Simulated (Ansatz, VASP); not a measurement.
**GeCN2: VASP beside Ansatz**

```
Ge N C
1.0
     1.82897    1.05596    5.01849
    -1.82897    1.05596    5.01849
     0.00000   -2.11191    5.01849
Ge N C
1 2 1
Direct
  0.00000 0.00000 0.00000
  0.58390 0.58390 0.58390
  0.41610 0.41610 0.41610
  0.50000 0.50000 0.50000
```

Change from the starting cell: volume scaled by 1.06.

Alike in both runs: task single point; functional PBE; k mesh 9 × 9 × 9; occupations fermi-dirac, width 0.05 eV; no spin polarisation.

|  | VASP | Ansatz |
| --- | --- | --- |
| version | VASP 6.6.1 | Ansatz 0.2.0 |
| potentials or method | VASP PAW PBE potentials, release 64 (Ge_d, N, C), cutoff 520 eV | all-electron LAPW, scalar-relativistic |

|  | VASP | Ansatz | Ansatz less VASP |
| --- | --- | --- | --- |
| gap on the k mesh at the Fermi level (eV) | 1.23 | 1.24 | +0.001 |
| least direct gap on the mesh (eV) | 2.13 | 2.14 | +0.010 |
| pressure (GPa) | -6.7 | -6.8 | -0.10 |
| traceless stress, the component that is largest in VASP (GPa) | -7.96 | -8.50 | -0.541 |
| rms of the force components (eV/Å) | 0.600 | 0.643 | +0.0424 |

Atom by atom the forces differ by 0.042 eV/Å (rms over components). Ansatz ran all-electron here, and VASP with PAW potentials.
